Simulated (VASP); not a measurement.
Crystal: La2P6Ru.

```
La P Ru
1.0
     0.00000    4.44219    4.44219
     4.44219    0.00000    4.44219
     4.44219    4.44219    0.00000
La P Ru
2 6 1
Direct
  0.25000 0.25000 0.25000
  0.75000 0.75000 0.75000
  0.23700 0.76300 0.76300
  0.76300 0.23700 0.76300
  0.76300 0.23700 0.23700
  0.23700 0.76300 0.23700
  0.76300 0.76300 0.23700
  0.23700 0.23700 0.76300
  0.00000 0.00000 0.00000
```

The cell was built from a structure type or drawn by symmetry, and may not be a known phase.

| Property | Result |
| --- | --- |
| Program | VASP 6.6.1 |
| Task | relaxation of cell and atoms |
| Functional | PBE |
| Potentials or basis | VASP PAW PBE potentials, release 64 (La, P, Ru_pv) |
| Cutoff | 600 eV |
| k mesh | 4 × 4 × 4 |
| Occupations | gaussian, width 0.1 eV |
| Spin | no spin polarisation |

At the start: pressure 16.9 GPa; volume 19.48 Å³/atom.

Task: How do energy, volume and symmetry change on relaxing?

Result: Over 12 steps the energy falls by 533.3 meV/atom and the volume is 18.53 Å³/atom (-4.9 %); space group Fm-3m (No. 225, to 0.1 Å) before and after.

The path:
```tsv
step	energy change (eV)	largest force (eV/Å)	pressure (GPa)	volume (Å³)
1	0.0000	5.7348	16.88	175.32
2	-0.5975	0.6991	-15.83	232.73
3	-3.1039	0.9988	-6.76	200.59
4	-3.1162	1.1446	-6.01	199.17
5	-3.1172	1.2335	-5.54	198.34
6	-4.0360	1.1404	-3.13	183.49
7	-4.5527	0.4398	7.74	155.73
8	-4.6548	0.8217	2.96	164.71
9	-4.6626	0.7449	3.99	162.54
10	-4.7180	0.5807	-1.16	166.55
11	-4.7956	0.0399	0.80	164.75
12	-4.8000	0.0124	-0.20	166.75
```

Final structure:
```
CELL_PARAMETERS angstrom
0.00000 4.36863 4.36863
4.36863 0.00000 4.36863
4.36863 4.36863 0.00000
ATOMIC_POSITIONS crystal
La 0.25000 0.25000 0.25000
La 0.75000 0.75000 0.75000
P 0.27605 0.72395 0.72395
P 0.72395 0.27605 0.72395
P 0.72395 0.27605 0.27605
P 0.27605 0.72395 0.27605
P 0.72395 0.72395 0.27605
P 0.27605 0.27605 0.72395
Ru 0.00000 0.00000 0.00000
```
